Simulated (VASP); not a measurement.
# Sc (I4/mmm) in VASP: a series of runs

Runs on Sc. Level: LDA. Tasks: single point.

All numbers are computed with VASP 6.6.1; they aren't measurements. Logs are shortened: lines on timing, memory, paths and dates and some standing lists are left out, and cuts for length are marked.

## (1) The cell of the first run

Symmetry: I4/mmm, No. 139, tetragonal system. Conventional cell: a = 3.757 Å, b = 3.757 Å, c = 3.366 Å, α = 90.00°, β = 90.00°, γ = 90.00°. Within 4.1 Å of Sc (site symmetry 4/mmm) lie 14 Sc at 3.14 to 3.76 Å.

## (2) Single point, LDA (volume scaled by 0.9405)

Contents of INCAR:

```
PREC = Accurate
ENCUT = 520
EDIFF = 1E-6
ISMEAR = -1
SIGMA = 0.03
LREAL = F
LASPH = T
NELM = 100
ALGO = Normal
ISIF = 2
LWAVE = F
LCHARG = F
GGA = CA
NBANDS = 12
```

Contents of KPOINTS:

```
regular mesh
0
Gamma
  13 13 13
```

Contents of POSCAR:

```
Sc
1.0
   -1.8784007933      1.8784007933      1.6828383089
    1.8784007933     -1.8784007933      1.6828383089
    1.8784007933      1.8784007933     -1.6828383089
Sc
1
Direct
    0.0000000000      0.0000000000      0.0000000000
```

Potentials or basis: VASP PAW LDA potentials, release 64 (Sc_sv).

Started as:

```console
cat potpaw_LDA.64/Sc_sv/POTCAR > POTCAR
mpirun -np 1 vasp_std > vasp.out
```

OUTCAR:

```text
PREC = Accurate
   ENCUT = 520
   EDIFF = 1E-6
   ISMEAR = -1
   LREAL = F
   LASPH = T
   NELM = 100
   ISIF = 2
   GGA = CA

 ion  position               nearest neighbor table
   1  0.000  0.000  0.000-

  LATTYP: Found a body centered tetragonal cell.
 ALAT       =     3.7568015866
 C/A-ratio  =     0.8958888406

  Lattice vectors:

 A1 = (  -1.8784007933,   1.8784007933,   1.6828383089)
 A2 = (   1.8784007933,  -1.8784007933,   1.6828383089)
 A3 = (   1.8784007933,   1.8784007933,  -1.6828383089)

Analysis of symmetry for initial positions (statically):
=====================================================================
 Subroutine PRICEL returns:
 Original cell was already a primitive cell.

 Routine SETGRP: Setting up the symmetry group for a
 body centered tetragonal supercell.

 Subroutine GETGRP returns: Found 16 space group operations
 (whereof 16 operations were pure point group operations)
 out of a pool of 16 trial point group operations.

The static configuration has the point symmetry D_4h.

Analysis of symmetry for dynamics (positions and initial velocities):
=====================================================================
 Subroutine PRICEL returns:
 Original cell was already a primitive cell.

 Routine SETGRP: Setting up the symmetry group for a
 body centered tetragonal supercell.

 Subroutine GETGRP returns: Found 16 space group operations
 (whereof 16 operations were pure point group operations)
 out of a pool of 16 trial point group operations.

The dynamic configuration has the point symmetry D_4h.

 Subroutine INISYM returns: Found 16 space group operations
 (whereof 16 operations are pure point group operations),
 and found     1 'primitive' translations

----------------------------------------------------------------------------------------

                                     Primitive cell

  volume of cell :      23.7508

  direct lattice vectors                    reciprocal lattice vectors
    -1.878400793  1.878400793  1.682838309     0.000000000  0.266183874  0.297117077
     1.878400793 -1.878400793  1.682838309     0.266183874  0.000000000  0.297117077
     1.878400793  1.878400793 -1.682838309     0.266183874  0.266183874  0.000000000

  length of vectors
     3.144634137  3.144634137  3.144634137     0.398914041  0.398914041  0.376440845

  position of ions in fractional coordinates (direct lattice)
     0.000000000  0.000000000  0.000000000

  ion indices of the primitive-cell ions
   primitive index   ion index
                 1           1

----------------------------------------------------------------------------------------

 KPOINTS: regular mesh

Automatic generation of k-mesh.
 Grid dimensions read from file:
 generate k-points for:   13   13   13

 Generating k-lattice:

  Cartesian coordinates                     Fractional coordinates (reciprocal lattice)
     0.000000000  0.020475683  0.022855160     0.076923077  0.000000000  0.000000000
     0.020475683  0.000000000  0.022855160     0.000000000  0.076923077  0.000000000
     0.020475683  0.020475683  0.000000000     0.000000000  0.000000000  0.076923077

  Length of vectors
     0.030685695  0.030685695  0.028956988

  Shift w.r.t. Gamma in fractional coordinates (k-lattice)
     0.000000000  0.000000000  0.000000000

 Subroutine IBZKPT returns following result:
 ===========================================

 Found    196 irreducible k-points:

 Following reciprocal coordinates:
            Coordinates               Weight
  0.000000  0.000000  0.000000      1.000000
  0.076923  0.000000 -0.000000      8.000000
  0.153846  0.000000  0.000000      8.000000
  0.230769 -0.000000  0.000000      8.000000
  0.307692  0.000000  0.000000      8.000000
  0.384615  0.000000 -0.000000      8.000000
[... 16 lines left out ...]
  0.384615  0.153846 -0.000000     16.000000
  0.461538  0.153846 -0.000000     16.000000
 [... further k-points ...]
   k-points           NKPTS =    196   k-points in BZ     NKDIM =    196   number of bands    NBANDS=     12
   number of dos      NEDOS =    301   number of ions     NIONS =      1
   total plane-waves  NPLWV =  13824
   dimension x,y,z NGX =    24 NGY =   24 NGZ =   24
   dimension x,y,z NGXF=    48 NGYF=   48 NGZF=   48
   ions per type =               1
   NGX,Y,Z   is equivalent  to a cutoff of  12.69, 12.69, 12.69 a.u.
   NGXF,Y,Z  is equivalent  to a cutoff of  25.38, 25.38, 25.38 a.u.
 SYSTEM =  unknown system
   PREC   = accura    normal or accurate (medium, high low for compatibility)
   ISTART =      0    job   : 0-new  1-cont  2-samecut
   ICHARG =      2    charge: 1-file 2-atom 10-const
   ISPIN  =      1    spin polarized calculation?
   LNONCOLLINEAR =      F non collinear calculations
   LSORBIT =      F    spin-orbit coupling
   LASPH  =      T    aspherical Exc in radial PAW
   ENCUT  =  520.0 eV  38.22 Ry    6.18 a.u.   5.85  5.85  5.85*2*pi/ulx,y,z
   NELM   =    100;   NELMIN=  2; NELMDL= -5     # of ELM steps
   EDIFF  = 0.1E-05   stopping-criterion for ELM
   LREAL  =      F    real-space projection
   EDIFFG = 0.1E-04   stopping-criterion for IOM
   NSW    =      0    number of steps for IOM
   IBRION =     -1    ionic relax: 0-MD 1-quasi-New 2-CG
   NFREE  =      0    steps in history (QN), initial steepest desc. (CG)
   ISIF   =      2    stress and relaxation
   ISYM   =      2    0-nonsym 1-usesym 2-fastsym
   POTIM  = 0.5000    time-step for ionic-motion
   TEBEG  =    0.0;   TEEND  =   0.0 temperature during run
   PSTRESS=    0.0 pullay stress
   NELECT =      11.0000    total number of electrons
   NUPDOWN=      -1.0000    fix difference up-down
   EMIN   =  10.00;   EMAX   =-10.00  energy-range for DOS
   EFERMI =   0.00;   METHOD = LEGACY
   ISMEAR =    -1;   SIGMA  =   0.03  broadening in eV -4-tet -1-fermi 0-gaus
   EFERMI_NEDOS =   21; number of points for ismear=-14 and -15
   IALGO  =     38    algorithm
   IMIX   =      4    mixing-type and parameters
     AMIX     =   0.40;   BMIX     =  1.00
     AMIX_MAG =   1.60;   BMIX_MAG =  1.00
  volume/ion in A,a.u.               =      23.75       160.28
  Fermi-wavevector in a.u.,A,eV,Ry     =   1.266619  2.393563 21.828158  1.604324
  Thomas-Fermi vector in A             =   2.399810
   LORBIT       =      0    0 simple, 1 ext, 2 COOP (PROOUT), +10 PAW based schemes
   GGA     = CA    functional components
   LHFCALC =     F    Hartree Fock is set to
   AEXX    =    0.0000 exact exchange contribution
   IVDW    =     0    specifies the selected vdW correction
   LEPSILON=     F    determine dielectric tensor
   LRPA    =     F    only Hartree local field effects (RPA)
 non-spin polarized calculation
  energy-cutoff  :      520.00
  volume of cell :       23.75
 maximum number of plane-waves:       651
   NGX = 11   NGY = 11   NGZ = 11

 number of electron      10.9999996 magnetization

 Free energy of the ion-electron system (eV)
  ---------------------------------------------------
  ext. energy  EPLUGINS =         0.00000000
  ---------------------------------------------------
  free energy    TOTEN  =        -6.60001483 eV

  energy without entropy =       -6.59224421  energy(sigma->0) =       -6.59612952

 E-fermi :   3.7826     XC(G=0): -10.2981

 val. band max:        3.7774512113   @ k =   0.4615   0.0769  -0.0000
 cond. band min:       3.7840274801   @ k =   0.4615   0.0000   0.0000
 fundamental gap:      0.0065762688
 Fermi energy:         3.7825891351

 k-point     1 :       0.0000    0.0000    0.0000
  band No.  band energies     occupation
      1     -45.0645      2.00000
      2     -23.7915      2.00000
      3     -23.7915      2.00000
      4     -23.7679      2.00000
      5      -1.4620      2.00000
      6       4.7899      0.00000
      7       5.5336      0.00000
      8       5.5336      0.00000
      9       6.2590      0.00000
     10       7.1084      0.00000
     11      17.6644      0.00000
     12      17.6644      0.00000

 k-point     2 :       0.0769    0.0000   -0.0000
  band No.  band energies     occupation
      1     -45.0597      2.00000
      2     -23.8106      2.00000
      3     -23.8005      2.00000
      4     -23.7784      2.00000
      5      -1.2900      2.00000
      6       4.8124      0.00000
      7       5.4784      0.00000
      8       5.5368      0.00000
      9       6.2794      0.00000
     10       7.0265      0.00000
     11      17.6757      0.00000
     12      17.8440      0.00000

 k-point     3 :       0.1538    0.0000    0.0000
  band No.  band energies     occupation
      1     -45.0464      2.00000
      2     -23.8839      2.00000
      3     -23.8252      2.00000
      4     -23.7865      2.00000
      5      -0.7938      2.00000
      6       4.7294      0.00000
      7       5.2473      0.00000
      8       5.7221      0.00000
      9       6.3937      0.00000
     10       6.8726      0.00000
     11      17.4203      0.00000
     12      17.8668      0.00000
[... 286 lines left out ...]
 k-point    23 :       0.3846    0.1538   -0.0000
  band No.  band energies     occupation
      1     -44.9778      2.00000
      2     -24.2114      2.00000
      3     -23.9724      2.00000
      4     -23.8406      2.00000
      5       2.3599      2.00000
      6       3.7615      1.33815
      7       4.2606      0.00000
      8       6.6095      0.00000
      9       7.5479      0.00000
     10       8.5792      0.00000
     11      11.2789      0.00000
     12      13.4885      0.00000

 k-point    24 :       0.4615    0.1538   -0.0000
  band No.  band energies     occupation
      1     -44.9790      2.00000
      2     -24.2045      2.00000
      3     -23.9754      2.00000
      4     -23.8350      2.00000
      5       2.3187      2.00000
      6       3.8132      0.53003
      7       4.2232      0.00000
      8       6.6666      0.00000
      9       7.3188      0.00000
     10       8.6170      0.00000
     11      11.4624      0.00000
     12      13.3789      0.00000

 [... further k-points ...]
[... 5 lines left out ...]
  --------------------------------------------------------------------------------------
  -------------------------------------------------------------------------------------
  Total       -0.4042750     -0.4042750     -0.3599449      0.0000000      0.0000000     -0.0000000
  in kB      -27.2714712    -27.2714712    -24.2810633      0.0000000      0.0000000     -0.0000000
  external PRESSURE =     -26.2746686 kB  Pullay stress =       0.0000000 kB

 VOLUME and BASIS-vectors are now :
 -----------------------------------------------------------------------------
  energy-cutoff  :      520.00
  volume of cell :       23.75
      direct lattice vectors                 reciprocal lattice vectors
    -1.878400793  1.878400793  1.682838309     0.000000000  0.266183874  0.297117077
     1.878400793 -1.878400793  1.682838309     0.266183874  0.000000000  0.297117077
     1.878400793  1.878400793 -1.682838309     0.266183874  0.266183874  0.000000000

 POSITION                                       TOTAL-FORCE (eV/Angst)
 -----------------------------------------------------------------------------------
      0.00000      0.00000      0.00000        -0.000000      0.000000      0.000000
 -----------------------------------------------------------------------------------
    total drift:                                0.000000      0.000000      0.000000

  FREE ENERGIE OF THE ION-ELECTRON SYSTEM (eV)
  ---------------------------------------------------
  free  energy   TOTEN  =        -6.6000148266 eV

  energy  without entropy=       -6.5922442119  energy(sigma->0) =       -6.59612952
```

It took 13 s on 1 thread of Intel Xeon 6975P-C (Granite Rapids), shared host; peak memory 0.17 GiB.

Results:

```
Free energy : -6.6000 eV
Pressure    : -2.6 GPa
```

Stress tensor (GPa, compression positive):
```
-2.73  0.00  0.00
 0.00 -2.73  0.00
 0.00  0.00 -2.43
```

## (3) Single point, LDA (volume scaled by 0.98)

Contents of INCAR:

```
SYSTEM = Sc
PREC = Accurate ; ENCUT = 520
EDIFF = 1E-6 ; ISMEAR = -1
SIGMA = 0.03 ; LREAL = .False.
LASPH = .True. ; NELM = 80
ALGO = Normal ; ISIF = 2
LWAVE = .False. ; LCHARG = .True.
LELF = .True. ; LVHAR = .True.
NBANDS = 12
```

Contents of KPOINTS:

```
regular mesh
0
Gamma
  13 13 13
  0 0 0
```

Contents of POSCAR:

```
Sc
1.0
   -1.9043379473      1.9043379473      1.7060751158
    1.9043379473     -1.9043379473      1.7060751158
    1.9043379473      1.9043379473     -1.7060751158
Sc
1
Direct
    0.0000000000      0.0000000000      0.0000000000
```

Potentials or basis: VASP PAW LDA potentials, release 64 (Sc_sv).

Started as:

```console
cat potpaw_LDA.64/Sc_sv/POTCAR > POTCAR
mpirun -np 1 vasp_std > vasp.out
```

OUTCAR:

```text
SYSTEM = Sc
   PREC = Accurate
   ENCUT = 520
   EDIFF = 1E-6
   ISMEAR = -1
   LREAL = .False.
   LASPH = .True.
   NELM = 80
   ISIF = 2

 ion  position               nearest neighbor table
   1  0.000  0.000  0.000-

  LATTYP: Found a body centered tetragonal cell.
 ALAT       =     3.8086758946
 C/A-ratio  =     0.8958888406

  Lattice vectors:

 A1 = (  -1.9043379473,   1.9043379473,   1.7060751158)
 A2 = (   1.9043379473,  -1.9043379473,   1.7060751158)
 A3 = (   1.9043379473,   1.9043379473,  -1.7060751158)
[... 529 lines left out ...]
      4     -24.2048      2.00000
      5       2.1172      2.00000
      6       3.5814      0.38772
      7       3.9195      0.00001
      8       6.2887      0.00000
      9       6.9067      0.00000
     10       8.1347      0.00000
     11      10.8340      0.00000
     12      12.7846      0.00000

 [... further k-points ...]
[... 5 lines left out ...]
  --------------------------------------------------------------------------------------
  -------------------------------------------------------------------------------------
  Total       -0.7214922     -0.7214922     -0.6696885      0.0000000     -0.0000000      0.0000000
  in kB      -46.7085130    -46.7085130    -43.3548067      0.0000000     -0.0000000      0.0000000
  external PRESSURE =     -45.5906109 kB  Pullay stress =       0.0000000 kB

 VOLUME and BASIS-vectors are now :
 -----------------------------------------------------------------------------
  energy-cutoff  :      520.00
  volume of cell :       24.75
      direct lattice vectors                 reciprocal lattice vectors
    -1.904337947  1.904337947  1.706075116     0.000000000  0.262558440  0.293070332
     1.904337947 -1.904337947  1.706075116     0.262558440  0.000000000  0.293070332
     1.904337947  1.904337947 -1.706075116     0.262558440  0.262558440  0.000000000

 POSITION                                       TOTAL-FORCE (eV/Angst)
 -----------------------------------------------------------------------------------
      0.00000      0.00000      0.00000         0.000000      0.000000      0.000000
 -----------------------------------------------------------------------------------
    total drift:                                0.000000      0.000000      0.000000

  FREE ENERGIE OF THE ION-ELECTRON SYSTEM (eV)
  ---------------------------------------------------
  free  energy   TOTEN  =        -6.5779314920 eV

  energy  without entropy=       -6.5698574896  energy(sigma->0) =       -6.57389449
```

stdout:

```text
POSCAR found type information on POSCAR Sc
 POSCAR found :  1 types and       1 ions
 scaLAPACK will be used
 LDA part: xc-table for (Slater(with rela. corr.)+CA(PZ))
 , standard interpolation
 POSCAR, INCAR and KPOINTS ok, starting setup
 FFT: planning ... GRIDC
 FFT: planning ... GRID_SOFT
 FFT: planning ... GRID
 WAVECAR not read
 entering main loop
```

Wall time 14 s (1 thread of Intel Xeon 6975P-C (Granite Rapids), shared host); peak memory 0.16 GiB.

Results:

```
Free energy : -6.5779 eV
Pressure    : -4.6 GPa
```
